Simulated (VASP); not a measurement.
Wanted: the native input for a VASP 6.6.1 run.

- Task: relaxation of cell and atoms
- Functional: RPBE
- Dispersion: D4
- Potentials or basis: VASP PAW PBE potentials, release 64 (Zr_sv, B)
- Cutoff: 600 eV
- k mesh: 10 × 10 × 8
- Occupations: fermi-dirac, width 0.05 eV
- Spin: no spin polarisation
- Dipole correction: no
- Further INCAR settings: ALGO = Normal; EDIFF = 1e-07; IBRION = 2; EDIFFG = -0.01; NSW = 60; ISIF = 3

The structure of ZrB2 lies in POSCAR:

```
ZrB2
1.0
    3.1700000000      0.0000000000      0.0000000000
   -1.5850000000      2.7453005300      0.0000000000
    0.0000000000      0.0000000000      3.5330000000
Zr B
1 2
Direct
    0.0000000000      0.0000000000      0.0000000000
    0.6666666667      0.3333333333      0.5000000000
    0.3333333333      0.6666666667      0.5000000000
```

These files were run (other wordings do the same):

INCAR

```
SYSTEM = ZrB2
PREC = Accurate ; ENCUT = 600
EDIFF = 1E-7 ; ISMEAR = -1
SIGMA = 0.05 ; LREAL = .FALSE.
LASPH = .TRUE. ; NELM = 80
ALGO = Normal ; ISIF = 3
LWAVE = .FALSE. ; LCHARG = .FALSE.
GGA = RP ; IVDW = 13
IBRION = 2 ; NSW = 60
EDIFFG = -0.01
```

KPOINTS

```
Automatic mesh
0
G
  10 10 8
  0 0 0
```

Potentials or basis: VASP PAW PBE potentials, release 64 (Zr_sv, B).

Launch:

```console
$ cat potpaw_PBE.64/Zr_sv/POTCAR potpaw_PBE.64/B/POTCAR > POTCAR
$ mpirun -np 1 vasp_std > vasp.out
```

It gave:

- Relaxed volume: 9.91 Å³/atom
- Relaxed cell: a = 3.144 Å, b = 3.144 Å, c = 3.475 Å, α = 90.00°, β = 90.00°, γ = 120.00°
- Space group after relaxing (to 0.05 Å): P6/mmm (No. 191)
- Energy gained by relaxing: 8.2 meV/atom
- Ionic steps: 5
- Pressure after relaxing: 0.1 GPa
- Band gap on the k mesh: zero (band 9 reaches 11.51 eV, above the bottom of band 10 at 10.75 eV)
- Dispersion energy per atom: -0.664 eV

Caveat: the PAW data sets were made with another functional, which shifts forces and pressure a little; pairwise dispersion overbinds metals, which lowers pressure and volume.

Wall time 96 s on 1 thread of Intel(R) Xeon(R) Platinum 8488C (Sapphire Rapids), on a shared host, peak memory 0.19 GiB.
